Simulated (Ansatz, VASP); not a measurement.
# Two plane-wave programs on Hf2Pb

```
CELL_PARAMETERS angstrom
4.31257 0.00000 0.00000
0.00000 4.31257 0.00000
0.00000 0.00000 7.75143
ATOMIC_POSITIONS crystal
Hf 0.00000 0.00000 0.00000
Hf 0.50000 0.50000 0.00000
Hf 0.00000 0.50000 0.31034
Hf 0.50000 0.00000 0.68966
Pb 0.00000 0.50000 0.69968
Pb 0.50000 0.00000 0.30032
```

Change from the starting cell: species swapped into the Fe2As type (P4/nmm, No. 129).

Alike in both runs: functional PBE; k mesh 10 × 10 × 6; occupations gaussian, width 0.1 eV; no spin polarisation.

Ansatz relaxed the structure, and its values are those at the end. VASP's run is a single point on that final structure, the one shown.

```csv
,VASP,Ansatz
version,VASP 6.6.1,Ansatz 0.2.0
potentials or method,"VASP PAW PBE potentials, release 64 (Hf_pv, Pb_d), cutoff 520 eV","scalar-relativistic, plane waves, PAW"
valence electrons in the cell,68,132
```

```csv
,VASP,Ansatz,Ansatz less VASP
gap on the k mesh at the Fermi level (eV),none,none,-
pressure (GPa),-0.4,0.0,+0.39
rms of the force components (eV/Å),0.005,0.002,-0.0033
```

A gap of «none» marks a metal or a gap that the smearing closes. VASP's potentials hold 68 valence electrons a cell and Ansatz's 132, so a difference there can come from the potentials and not from the codes.

Spin-orbit coupling is off throughout.
